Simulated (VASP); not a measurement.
Runs of VASP 6.6.1 on TaN. The structure is that of space group P-62m (No. 189), or close to it. The cells are those of the table. 

```csv
cell,gap on the mesh (eV),pressure (GPa),largest force (eV/Å)
"a = 5.054, b = 5.054, c = 2.831 Å, angles 90.0, 90.0, 120.0°, 6 atoms",none,23.2,0.32
"a = 5.126, b = 5.126, c = 2.872 Å, angles 90.0, 90.0, 120.0°, 6 atoms",none,(d),0.12
"a = 5.396, b = 5.396, c = 3.023 Å, angles 90.0, 90.0, 120.0°, 6 atoms",none,(a),0.48
"a = 5.331, b = 5.331, c = 2.987 Å, angles 90.0, 90.0, 120.0°, 6 atoms",none,-28.7,0.36
"a = 4.979, b = 4.979, c = 2.790 Å, angles 90.0, 90.0, 120.0°, 6 atoms",none,45.0,0.55
"a = 5.196, b = 5.196, c = 2.911 Å, angles 90.0, 90.0, 120.0°, 6 atoms",none,(c),0.06
"a = 5.264, b = 5.264, c = 2.949 Å, angles 90.0, 90.0, 120.0°, 6 atoms",none,-19.6,(b)
```

Alike in all rows: task single point; level LDA; potentials or basis VASP PAW LDA potentials, release 64 (Ta_pv, N); no spin polarisation; k mesh 5 × 5 × 8; cutoff (eV) 520; smearing fermi-dirac 0.1 eV.

Task: Fill in the values left out.

Result: (a) -36.0; (b) 0.22; (c) -8.3; (d) 5.8.

Caveats: spin-orbit coupling is left out, which moves the levels of the heavy elements.

A k mesh can miss the band edges, and the runs leave out spin-orbit coupling on Ta.

A gap of «none» marks levels without a gap at the run's occupations.
